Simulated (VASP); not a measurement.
## NaSnI3: relaxation of cell and atoms with r2SCAN+rVV10

NaSnI3:

```
Na Sn I
1.0
     6.10613    0.00000    0.00000
     0.00000    6.10613    0.00000
     0.00000    0.00000    6.10613
Na Sn I
1 1 3
Direct
  0.00000 0.00000 0.00000
  0.50000 0.50000 0.50000
  0.50000 0.50000 0.00000
  0.50000 0.00000 0.50000
  0.00000 0.50000 0.50000
```

```
Program                : VASP 6.6.1
Task                   : relaxation of cell and atoms
Functional             : r2SCAN
Dispersion             : rVV10
Potentials or basis    : VASP PAW PBE potentials, release 64 (Na_pv, Sn_d, I)
Cutoff                 : 600 eV
k mesh                 : 4 × 4 × 4
Occupations            : fermi-dirac, width 0.03 eV
Spin                   : no spin polarisation
Dipole correction      : no
Further INCAR settings : ALGO = Normal; EDIFF = 1e-07; IBRION = 2; EDIFFG = -0.01; NSW = 100; ISIF = 3
```

```json
{
  "Relaxed volume": "46.67 Å³/atom",
  "Relaxed cell": "a = 6.157 Å, b = 6.157 Å, c = 6.157 Å, α = 90.00°, β = 90.00°, γ = 90.00°",
  "Space group after relaxing (to 0.1 Å)": "Pm-3m (No. 221)",
  "Energy gained by relaxing": "1.6 meV/atom",
  "Ionic steps": "3",
  "Pressure after relaxing": "0.0 GPa",
  "Band gap on the k mesh": "0.29 eV"
}
```

Step by step:
| step | energy change (eV) | largest force (eV/Å) | pressure (GPa) | volume (Å³) |
| --- | --- | --- | --- | --- |
| 1 | 0.0000 | 0.0000 | 0.46 | 227.67 |
| 2 | -0.0077 | 0.0000 | 0.11 | 232.02 |
| 3 | -0.0082 | 0.0000 | 0.00 | 233.36 |

Final structure:
```yaml
crystal:
  lattice:
    - [6.15663, 0.00000, 0.00000]
    - [0.00000, 6.15663, 0.00000]
    - [0.00000, 0.00000, 6.15663]
  atoms:
    - { symbol: Na, position: [0.00000, 0.00000, 0.00000] }
    - { symbol: Sn, position: [0.50000, 0.50000, 0.50000] }
    - { symbol: I, position: [0.50000, 0.50000, 0.00000] }
    - { symbol: I, position: [0.50000, 0.00000, 0.50000] }
    - { symbol: I, position: [0.00000, 0.50000, 0.50000] }
```

Levels at points of the mesh, in eV from the valence-band top:
```
           k point  band 18  band 19  band 20  band 21  band 22  band 23  band 24  band 25
(0.00, 0.00, 0.00)    -2.79    -2.72    -2.72    -2.72     0.84     4.02     4.02     4.06
(0.50, 0.00, 0.00)    -2.94    -2.74    -2.74    -1.86     0.91     2.39     2.81     4.43
(0.50, 0.50, 0.00)    -3.09    -3.01    -2.16    -0.91     0.72     0.72     2.24     3.67
(0.50, 0.50, 0.50)    -2.15    -2.15    -2.15     0.00     0.29     0.29     0.29     1.24
```

Wall time 34 min on 1 thread of Intel Xeon 8259CL (shared host), peak memory 0.88 GiB.

Caveat: the PAW data sets were made with another functional, which shifts forces and pressure a little; spin-orbit coupling is left out, which moves the levels of the heavy elements. A k mesh can miss the band edges.
